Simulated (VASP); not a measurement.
Runs of VASP 6.6.1 on Bi. The structure is that of space group P6_3/mmc (No. 194), or close to it. The cells are those of the table. This isn't the form of Bi at room conditions, which is rhombohedral.

```tsv
cell	gap on the mesh (eV)	pressure (GPa)
a = 4.471, b = 4.471, c = 11.829 Å, angles 90.0, 90.0, 120.0°, 2 atoms	none	-3.7
a = 4.675, b = 4.675, c = 11.652 Å, angles 90.0, 90.0, 120.0°, 2 atoms	none	(a)
a = 4.675, b = 4.675, c = 12.184 Å, angles 90.0, 90.0, 120.0°, 2 atoms	none	-3.0
a = 4.675, b = 4.675, c = 11.829 Å, angles 90.0, 90.0, 120.0°, 2 atoms	none	(b)
a = 4.539, b = 4.539, c = 11.652 Å, angles 90.0, 90.0, 120.0°, 2 atoms	none	-3.6
```

Alike in all rows: task single point; level r2SCAN; potentials or basis VASP PAW PBE potentials, release 64 (Bi_d); no spin polarisation; k mesh 12 × 12 × 4; cutoff (eV) 520; smearing gaussian 0.15 eV.

Problem. Fill in the values left out.

Solution. (a) -3.2; (b) -3.1.

Caveats: the PAW data sets were made with another functional, which shifts forces and pressure a little; spin-orbit coupling is left out, which moves the levels of the heavy elements; the cell stands under tension (at least some runs).

A k mesh can miss the band edges, and the runs leave out spin-orbit coupling on Bi.

A gap of «none» marks levels without a gap at the run's occupations.
